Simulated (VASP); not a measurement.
# Si16Ge (a cell with a defect): single point with PBEsol

System: Si16Ge (a cell with a defect).

```xyz
17
Lattice="0.0000 5.4300 5.4300 5.4300 0.0000 5.4300 5.4300 5.4300 0.0000" Properties=species:S:1:pos:R:3 pbc="T T T"
Si   -0.1338   -0.1371   -0.1356
Si    1.2167    1.2140    1.2134
Si    2.6431    2.6403    0.0394
Si    4.0156    4.0127    1.3315
Si    2.6419    0.0412    2.6393
Si    4.0156    1.3288    4.0126
Si    5.3617    2.7738    2.7756
Si    6.5798    4.1977    4.1990
Si    0.0434    2.6393    2.6395
Si    1.3323    4.0127    4.0125
Si    2.7765    5.3593    2.7750
Si    4.2003    6.5775    4.1985
Si    2.7776    2.7744    5.3580
Si    4.2016    4.1986    6.5743
Si    5.6831    5.6811    5.6804
Si    7.0455    7.0430    7.0430
Ge    8.5615    8.5592    8.5585
```

```json
{"Program": "VASP 6.6.1", "Task": "single point", "Functional": "PBEsol", "Potentials or basis": "VASP PAW PBE potentials, release 64 (Si, Ge_d)", "Cutoff": "520 eV", "k mesh": "2 × 2 × 2", "Occupations": "gaussian, width 0.05 eV", "Spin": "no spin polarisation"}
```

The pressure is 3.7 GPa and the largest force is 0.029 eV/Å. The band gap on the k mesh is zero (bands 39 and 40 overlap by 0.14 eV).

Forces on the atoms (eV/Å):
```
Si   0.002  0.006  0.001
Si  -0.004 -0.001 -0.013
Si  -0.004 -0.004  0.008
Si  -0.002 -0.002 -0.002
Si   0.002 -0.027 -0.004
Si   0.001  0.004  0.010
Si  -0.008  0.002 -0.004
Si  -0.009  0.016  0.008
Si  -0.018  0.001 -0.006
Si   0.003 -0.001  0.006
Si   0.003 -0.009 -0.002
Si   0.013 -0.011  0.007
Si  -0.005 -0.004 -0.008
Si  -0.004 -0.003  0.017
Si   0.021  0.019  0.006
Si   0.007  0.009  0.000
Ge   0.002  0.005 -0.025
```

Stress tensor (GPa, compression positive):
```
 3.70 -0.70 -0.69
-0.70  3.71 -0.70
-0.69 -0.70  3.69
```

Levels at points of the mesh, in eV from the Fermi level:
| k point | band 35 | band 36 | band 37 | band 38 | band 39 | band 40 | band 41 | band 42 | band 43 | band 44 |
| --- | --- | --- | --- | --- | --- | --- | --- | --- | --- | --- |
| (0.00, 0.00, 0.00) | -1.38 | -1.07 | -0.56 | -0.56 | -0.55 | -0.12 | -0.12 | 0.17 | 0.17 | 0.72 |
| (0.50, 0.00, 0.00) | -1.40 | -1.37 | -1.32 | -0.93 | -0.19 | 0.16 | 0.71 | 0.81 | 0.98 | 1.27 |
| (0.00, 0.50, 0.00) | -1.40 | -1.37 | -1.31 | -0.93 | -0.19 | 0.16 | 0.71 | 0.81 | 0.98 | 1.27 |
| (0.00, 0.00, 0.50) | -1.40 | -1.37 | -1.32 | -0.93 | -0.18 | 0.16 | 0.71 | 0.81 | 0.98 | 1.27 |
| (0.50, 0.50, 0.50) | -1.30 | -1.29 | -1.19 | -1.19 | -0.28 | 0.37 | 0.38 | 1.14 | 1.14 | 1.15 |
| (0.50, 0.50, 0.00) | -1.97 | -1.81 | -1.69 | -0.95 | 0.01 | 0.41 | 1.22 | 1.38 | 1.64 | 1.85 |
| (0.00, 0.50, 0.50) | -1.98 | -1.81 | -1.69 | -0.96 | 0.02 | 0.41 | 1.22 | 1.38 | 1.64 | 1.85 |
| (0.50, 0.00, 0.50) | -1.98 | -1.81 | -1.69 | -0.96 | 0.02 | 0.41 | 1.22 | 1.38 | 1.64 | 1.85 |

Run time: 2.8 min on 1 thread of Intel(R) Xeon(R) 6975P-C (Granite Rapids) (shared host), peak memory 0.48 GiB.

Caveat: the k points lie up to 0.50 Å⁻¹ apart; the PAW data sets were made with another functional, which shifts forces and pressure a little.
